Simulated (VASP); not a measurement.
Write the native input for VASP 6.6.1 that does the following.

| Property | Result |
| --- | --- |
| Task | single point |
| Functional | BLYP |
| Potentials or basis | VASP PAW PBE potentials, release 64 (Te, As) |
| Cutoff | 500 eV |
| k mesh | 8 × 8 × 8 |
| Occupations | fermi-dirac, width 0.1 eV |
| Spin | no spin polarisation |
| Dipole correction | no |
| Further INCAR settings | ALGO = Normal; EDIFF = 1e-06; NBANDS = 12 |

The structure of TeAs lies in POSCAR:

```
TeAs
1.0
    0.0000000000      2.9676700000      2.9676700000
    2.9676700000      0.0000000000      2.9676700000
    2.9676700000      2.9676700000      0.0000000000
Te As
1 1
Direct
    0.5000000000      0.5000000000      0.5000000000
    0.0000000000      0.0000000000      0.0000000000
```

One way to write it, as run:

INCAR

```
PREC = Accurate
ENCUT = 500
EDIFF = 1E-6
ISMEAR = -1
SIGMA = 0.1
LREAL = False
LASPH = True
NELM = 120
ALGO = Normal
ISIF = 2
LWAVE = False
LCHARG = True
GGA = B5
ALDAX = 1.0
AGGAX = 1.0
AGGAC = 1.0
ALDAC = 0.0
LELF = True
LVHAR = True
NBANDS = 12
GGA_COMPAT = False
```

KPOINTS

```
Automatic mesh
0
Gamma
  8 8 8
```

Potentials or basis: VASP PAW PBE potentials, release 64 (Te, As).

Launch:

```console
$ cat potpaw_PBE.64/Te/POTCAR potpaw_PBE.64/As/POTCAR > POTCAR
$ mpirun -np 1 vasp_std > vasp.out
```

Results of the run:

```yaml
Pressure: 5.5 GPa
```

Caveat: the PAW data sets were made with another functional, which shifts forces and pressure a little.

Run time: 16 s on 1 thread of Intel(R) Xeon(R) 6975P-C (Granite Rapids), on a shared host, peak memory 0.18 GiB.
